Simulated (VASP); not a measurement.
# Os (Im-3m) in VASP: single point with r2SCAN

Aim: the single point of Os with r2SCAN.

Everything below comes from runs of VASP 6.6.1. Logs are shortened: lines on timing, memory, paths and dates and some standing lists are left out, and cuts for length are marked.

## 1. The cell of the first run

Symmetry: Im-3m, No. 229, cubic system. The conventional cell has a = 3.071 Å, b = 3.071 Å, c = 3.071 Å, α = 90.00°, β = 90.00°, γ = 90.00°. Os (site symmetry m-3m) has 14 Os at 2.66 to 3.07 Å within 3.5 Å.

This isn't the form of Os at room conditions, which is hcp.

## 2. Single point, r2SCAN

POSCAR

```
Os
1.0
    2.1712736889      1.2535854487      1.7728425943
   -2.1712736889      1.2535854487      1.7728425943
    0.0000000000     -2.5071708975      1.7728425943
Os
2
Direct
    0.2500000172      0.2500000172      0.2500000172
    0.7499999828      0.7499999828      0.7499999828
```

INCAR.step1

```
SYSTEM = Os
ALGO = Normal
EDIFF = 1E-5
ENCUT = 620
GGA = PE
GGA_COMPAT = .False.
ISMEAR = 0
LASPH = .True.
LCHARG = .False.
LREAL = .False.
LWAVE = .True.
NBANDS = 23
NELM = 120
PREC = Accurate
SIGMA = 0.1
```

INCAR.step2

```
SYSTEM = Os
ALGO = Normal
EDIFF = 1E-6
ENCUT = 620
GGA_COMPAT = .False.
ISIF = 2
ISMEAR = 0
ISTART = 1
LASPH = .True.
LCHARG = .False.
LMIXTAU = .True.
LREAL = .False.
LWAVE = .False.
METAGGA = R2SCAN
NBANDS = 23
NELM = 120
PREC = Accurate
SIGMA = 0.1
```

KPOINTS

```
k-points
0
Gamma
  18 18 18
  0 0 0
```

Potentials or basis: VASP PAW PBE potentials, release 64 (Os_sv_GW).

Launch:

```bash
$ cat potpaw_PBE.64/Os_sv_GW/POTCAR > POTCAR
$ cp INCAR.step1 INCAR
$ mpirun -np 1 vasp_std > vasp.out
$ cp INCAR.step2 INCAR
$ mpirun -np 1 vasp_std > vasp.out
```

OUTCAR:

```text
SYSTEM = Os
   EDIFF = 1E-6
   ENCUT = 620
   ISIF = 2
   ISMEAR = 0
   ISTART = 1
   LASPH = .True.
   LREAL = .False.
   METAGGA = R2SCAN
   NELM = 120
   PREC = Accurate

 ion  position               nearest neighbor table
   1  0.250  0.250  0.250-   2 2.66   2 2.66   2 2.66   2 2.66   2 2.66   2 2.66   2 2.66   2 2.66

   2  0.750  0.750  0.750-   1 2.66   1 2.66   1 2.66   1 2.66   1 2.66   1 2.66   1 2.66   1 2.66

  LATTYP: Found a simple cubic cell.
 ALAT       =     3.0706476147

  Lattice vectors:

 A1 = (   2.1712736889,   1.2535854487,   1.7728425943)
 A2 = (  -2.1712736889,   1.2535854487,   1.7728425943)
 A3 = (   0.0000000000,  -2.5071708975,   1.7728425943)

Analysis of symmetry for initial positions (statically):
=====================================================================
 Subroutine PRICEL returns following result:

  LATTYP: Found a body centered cubic cell.
 ALAT       =     3.0706457409

  Lattice vectors:

 A1 = (   0.0000000000,   2.5071708974,   0.8864214801)
 A2 = (  -2.1712736889,  -1.2535854487,   0.8864211142)
 A3 = (   2.1712736889,  -1.2535854487,   0.8864214801)

   2 primitive cells build up your supercell.

 Routine SETGRP: Setting up the symmetry group for a
 simple cubic supercell.

 Subroutine GETGRP returns: Found 48 space group operations
 (whereof 12 operations were pure point group operations)
 out of a pool of 48 trial point group operations.

The static configuration has the point symmetry D_3d.
 The point group associated with its full space group is O_h .

Analysis of symmetry for dynamics (positions and initial velocities):
=====================================================================
 Subroutine PRICEL returns following result:

  LATTYP: Found a body centered cubic cell.
 ALAT       =     3.0706457409

  Lattice vectors:

 A1 = (   0.0000000000,   2.5071708974,   0.8864214801)
 A2 = (  -2.1712736889,  -1.2535854487,   0.8864211142)
 A3 = (   2.1712736889,  -1.2535854487,   0.8864214801)

   2 primitive cells build up your supercell.

 Routine SETGRP: Setting up the symmetry group for a
 simple cubic supercell.

 Subroutine GETGRP returns: Found 48 space group operations
 (whereof 12 operations were pure point group operations)
 out of a pool of 48 trial point group operations.

The dynamic configuration has the point symmetry D_3d.
 The point group associated with its full space group is O_h .

 Subroutine INISYM returns: Found 48 space group operations
 (whereof 12 operations are pure point group operations),
 and found     2 'primitive' translations

----------------------------------------------------------------------------------------

                                     Primitive cell

  volume of cell :      14.4764

  direct lattice vectors                    reciprocal lattice vectors
     0.000000000  2.507170897  0.886421480    -0.000000032  0.265903940  0.376043887
    -2.171273689 -1.253585449  0.886421114    -0.230279615 -0.132951998  0.376043887
     2.171273689 -1.253585449  0.886421480     0.230279551 -0.132951998  0.376043887

  length of vectors
     2.659257218  2.659257096  2.659257218     0.460558260  0.460558292  0.460558260

  position of ions in fractional coordinates (direct lattice)
     0.500000000  0.500000000  0.500000000

  ion indices of the primitive-cell ions
   primitive index   ion index
                 1           1

----------------------------------------------------------------------------------------

 KPOINTS: k-points

Automatic generation of k-mesh.
 Grid dimensions read from file:
 generate k-points for:   18   18   18

 Generating k-lattice:

  Cartesian coordinates                     Fractional coordinates (reciprocal lattice)
     0.012793310  0.007386221  0.010445664     0.055555556  0.000000000  0.000000000
    -0.012793310  0.007386221  0.010445664     0.000000000  0.055555556  0.000000000
     0.000000000 -0.014772442  0.010445664    -0.000000000 -0.000000000  0.055555556

  Length of vectors
     0.018092456  0.018092456  0.018092456

  Shift w.r.t. Gamma in fractional coordinates (k-lattice)
     0.000000000  0.000000000  0.000000000

 Subroutine IBZKPT returns following result:
 ===========================================

 Found    220 irreducible k-points:

 Following reciprocal coordinates:
            Coordinates               Weight
  0.000000  0.000000  0.000000      1.000000
  0.055556  0.000000  0.000000      6.000000
  0.111111  0.000000  0.000000      6.000000
  0.166667  0.000000  0.000000      6.000000
  0.222222  0.000000  0.000000      6.000000
  0.277778  0.000000  0.000000      6.000000
[... 16 lines left out ...]
  0.277778  0.111111  0.000000     24.000000
  0.333333  0.111111  0.000000     24.000000
 [... further k-points ...]
   k-points           NKPTS =    220   k-points in BZ     NKDIM =    220   number of bands    NBANDS=     23
   number of dos      NEDOS =    301   number of ions     NIONS =      2
   total plane-waves  NPLWV =  21952
   dimension x,y,z NGX =    28 NGY =   28 NGZ =   28
   dimension x,y,z NGXF=    56 NGYF=   56 NGZF=   56
   ions per type =               2
   NGX,Y,Z   is equivalent  to a cutoff of  15.16, 15.16, 15.16 a.u.
   NGXF,Y,Z  is equivalent  to a cutoff of  30.32, 30.32, 30.32 a.u.
 SYSTEM =  Os
   PREC   = accura    normal or accurate (medium, high low for compatibility)
   ISTART =      1    job   : 0-new  1-cont  2-samecut
   ICHARG =      0    charge: 1-file 2-atom 10-const
   ISPIN  =      1    spin polarized calculation?
   LNONCOLLINEAR =      F non collinear calculations
   LSORBIT =      F    spin-orbit coupling
   LASPH  =      T    aspherical Exc in radial PAW
   ENCUT  =  620.0 eV  45.57 Ry    6.75 a.u.   6.23  6.23  6.23*2*pi/ulx,y,z
   NELM   =    120;   NELMIN=  2; NELMDL=  0     # of ELM steps
   EDIFF  = 0.1E-05   stopping-criterion for ELM
   LREAL  =      F    real-space projection
   EDIFFG = 0.1E-04   stopping-criterion for IOM
   NSW    =      0    number of steps for IOM
   IBRION =     -1    ionic relax: 0-MD 1-quasi-New 2-CG
   NFREE  =      0    steps in history (QN), initial steepest desc. (CG)
   ISIF   =      2    stress and relaxation
   ISYM   =      2    0-nonsym 1-usesym 2-fastsym
   POTIM  = 0.5000    time-step for ionic-motion
   TEBEG  =    0.0;   TEEND  =   0.0 temperature during run
   PSTRESS=    0.0 pullay stress
   NELECT =      32.0000    total number of electrons
   NUPDOWN=      -1.0000    fix difference up-down
   EMIN   =  10.00;   EMAX   =-10.00  energy-range for DOS
   EFERMI =   0.00;   METHOD = LEGACY
   ISMEAR =     0;   SIGMA  =   0.10  broadening in eV -4-tet -1-fermi 0-gaus
   EFERMI_NEDOS =   21; number of points for ismear=-14 and -15
   IALGO  =     38    algorithm
   IMIX   =      4    mixing-type and parameters
     AMIX     =   0.40;   BMIX     =  1.00
     AMIX_MAG =   1.60;   BMIX_MAG =  1.00
  volume/ion in A,a.u.               =      14.48        97.69
  Fermi-wavevector in a.u.,A,eV,Ry     =   1.692628  3.198603 38.980547  2.864989
  Thomas-Fermi vector in A             =   2.774180
   LORBIT       =      0    0 simple, 1 ext, 2 COOP (PROOUT), +10 PAW based schemes
   METAGGA = R2SCAN    functional components
   LHFCALC =     F    Hartree Fock is set to
   AEXX    =    0.0000 exact exchange contribution
   IVDW    =     0    specifies the selected vdW correction
   LEPSILON=     F    determine dielectric tensor
   LRPA    =     F    only Hartree local field effects (RPA)
 non-spin polarized calculation
 Gauss-broadening in eV      SIGMA  =   0.10
  energy-cutoff  :      620.00
  volume of cell :       28.95
 maximum number of plane-waves:      1064
 NGX is ok and might be reduce to    28
   NGX = 13   NGY = 13   NGZ = 13

 number of electron      32.0000000 magnetization

 Free energy of the ion-electron system (eV)
  ---------------------------------------------------
  ext. energy  EPLUGINS =         0.00000000
  ---------------------------------------------------
  free energy    TOTEN  =      -106.32624408 eV

  energy without entropy =     -106.31344428  energy(sigma->0) =     -106.31984418

 E-fermi :  13.2819     XC(G=0): -15.7680

 val. band max:       13.2789607324   @ k =   0.1111   0.0556   0.0556
 cond. band min:      13.2861114097   @ k =   0.0556   0.0000   0.0000
 fundamental gap:      0.0071506773
 Fermi energy:        13.2819121595

 k-point     1 :       0.0000    0.0000    0.0000
  band No.  band energies     occupation
      1     -75.6178      2.00000
      2     -75.4309      2.00000
      3     -34.5914      2.00000
      4     -34.5914      2.00000
      5     -34.5913      2.00000
      6     -33.8446      2.00000
[... 15 lines left out ...]
     22      21.3386      0.00000
     23      29.2890      0.00000

 k-point     2 :       0.0556    0.0000    0.0000
  band No.  band energies     occupation
      1     -75.6162      2.00000
      2     -75.4321      2.00000
      3     -34.5910      2.00000
      4     -34.5855      2.00000
      5     -34.5855      2.00000
      6     -33.8559      2.00000
[... 15 lines left out ...]
     22      21.6621      0.00000
     23      29.3698      0.00000

 k-point     3 :       0.1111    0.0000    0.0000
  band No.  band energies     occupation
      1     -75.6113      2.00000
      2     -75.4358      2.00000
      3     -34.5895      2.00000
      4     -34.5681      2.00000
      5     -34.5681      2.00000
      6     -33.8890      2.00000
[... 15 lines left out ...]
     22      22.5076      0.00000
     23      29.6007      0.00000

 k-point     4 :       0.1667    0.0000    0.0000
  band No.  band energies     occupation
      1     -75.6034      2.00000
      2     -75.4417      2.00000
      3     -34.5853      2.00000
      4     -34.5397      2.00000
      5     -34.5397      2.00000
      6     -33.9414      2.00000
[... 15 lines left out ...]
     22      23.6732      0.00000
     23      29.9543      0.00000

 k-point     5 :       0.2222    0.0000    0.0000
  band No.  band energies     occupation
      1     -75.5930      2.00000
      2     -75.4502      2.00000
      3     -34.5774      2.00000
      4     -34.5014      2.00000
      5     -34.5013      2.00000
      6     -34.0089      2.00000
[... 434 lines left out ...]
 k-point    22 :       0.2222    0.1111    0.0000
  band No.  band energies     occupation
      1     -75.5880      2.00000
      2     -75.4539      2.00000
      3     -34.6471      2.00000
      4     -34.4829      2.00000
      5     -34.4154      2.00000
      6     -34.1184      2.00000
[... 15 lines left out ...]
     22      25.3003      0.00000
     23      30.0896      0.00000

 k-point    23 :       0.2778    0.1111    0.0000
  band No.  band energies     occupation
      1     -75.5762      2.00000
      2     -75.4636      2.00000
      3     -34.6439      2.00000
      4     -34.4382      2.00000
      5     -34.3611      2.00000
      6     -34.2021      2.00000
[... 15 lines left out ...]
     22      26.6063      0.00000
     23      30.2597      0.00000

 k-point    24 :       0.3333    0.1111    0.0000
  band No.  band energies     occupation
      1     -75.5627      2.00000
      2     -75.4751      2.00000
      3     -34.6298      2.00000
      4     -34.3868      2.00000
      5     -34.3024      2.00000
      6     -34.2873      2.00000
[... 15 lines left out ...]
     22      28.0312      0.00000
     23      29.7372      0.00000

 [... further k-points ...]
[... 5 lines left out ...]
  --------------------------------------------------------------------------------------
  -------------------------------------------------------------------------------------
  Total       -0.1259455     -0.1259455     -0.1259462     -0.0000000      0.0000000      0.0000000
  in kB       -6.9695283     -6.9695283     -6.9695680     -0.0000000      0.0000000      0.0000000
  external PRESSURE =      -6.9695416 kB  Pullay stress =       0.0000000 kB

 VOLUME and BASIS-vectors are now :
 -----------------------------------------------------------------------------
  energy-cutoff  :      620.00
  volume of cell :       28.95
      direct lattice vectors                 reciprocal lattice vectors
     2.171273689  1.253585449  1.772842594     0.230279583  0.132951979  0.188021957
    -2.171273689  1.253585449  1.772842594    -0.230279583  0.132951979  0.188021957
     0.000000000 -2.507170897  1.772842594     0.000000000 -0.265903959  0.188021957

 POSITION                                       TOTAL-FORCE (eV/Angst)
 -----------------------------------------------------------------------------------
      0.00000     -0.00000      1.32963         0.000000     -0.000000     -0.000000
      0.00000     -0.00000      3.98890        -0.000000      0.000000      0.000000
 -----------------------------------------------------------------------------------
    total drift:                                0.000000     -0.000016      0.000395

  FREE ENERGIE OF THE ION-ELECTRON SYSTEM (eV)
  ---------------------------------------------------
  free  energy   TOTEN  =      -106.3262440762 eV

  energy  without entropy=     -106.3134442849  energy(sigma->0) =     -106.31984418
```

It took 20 min on 1 thread of AMD EPYC 7R43 (Zen 3), shared host; peak memory 0.28 GiB.

What came out:

```
Free energy            : -106.3262 eV
Pressure               : -0.7 GPa
Band gap on the k mesh : zero (bands 16 and 17 overlap by 2.58 eV)
```

Levels at points of the mesh, in eV from the Fermi level:
```tsv
k point	band 12	band 13	band 14	band 15	band 16	band 17	band 18	band 19	band 20	band 21
(0.00, 0.00, 0.00)	-3.56	-3.56	-3.56	-0.03	-0.03	2.43	2.43	2.43	8.06	8.06
(0.50, 0.00, 0.00)	-4.63	-2.70	-2.70	-2.70	-2.70	-1.03	-1.03	1.35	1.35	15.31
(0.50, 0.50, 0.00)	-5.71	-0.35	-0.35	-0.19	-0.19	0.64	0.64	3.28	3.28	9.42
(0.50, 0.50, 0.50)	-4.96	-4.96	-4.96	0.77	0.77	0.77	0.77	6.14	6.14	11.29
```

Caveat: the PAW data sets were made with another functional, which shifts forces and pressure a little; spin-orbit coupling is left out, which moves the levels of the heavy elements.
